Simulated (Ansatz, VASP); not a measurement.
# GdTiO in VASP and in Ansatz

```
Gd Ti O
1.0
     3.79540    0.00000    0.00000
    -1.89770    3.28691    0.00000
     0.00000    0.00000    4.64116
Gd Ti O
1 1 1
Direct
  0.00000 0.00000 0.00000
  0.66667 0.33333 0.50000
  0.33333 0.66667 0.50000
```

Change from the starting cell: species swapped into the BaGaSi type (P-6m2, No. 187).

Alike in both runs: task single point; functional PBE; k mesh 6 × 6 × 4; occupations gaussian, width 0.1 eV; collinear spin.

|  | VASP | Ansatz |
| --- | --- | --- |
| version | VASP 6.6.1 | Ansatz 0.2.0 |
| potentials or method | VASP PAW PBE potentials, release 64 (Gd, Ti_sv, O), cutoff 520 eV | scalar-relativistic, plane waves, PAW |
| valence electrons in the cell | 36 | 36 |

Ansatz gave:

| Property | Result |
| --- | --- |
| gap on the k mesh at the Fermi level (eV) | none |
| pressure (GPa) | -6.9 |
| traceless stress, the component that is largest in VASP (GPa) | 9.92 |
| net moment per atom (μB) | 3.11 |
| size of the moment on the site where the two differ most (μB) | 7.34 |

Problem. Estimate VASP's values.

Solution. gap on the k mesh at the Fermi level (eV): none; pressure (GPa): -6.8; traceless stress, the component that is largest in VASP (GPa): 9.81; net moment per atom (μB): 3.11; size of the moment on the site where the two differ most (μB): 7.06.

Site moments also hang on the region over which each program counts them. A gap of «none» marks a metal or a gap that the smearing closes.

Spin-orbit coupling is off throughout.
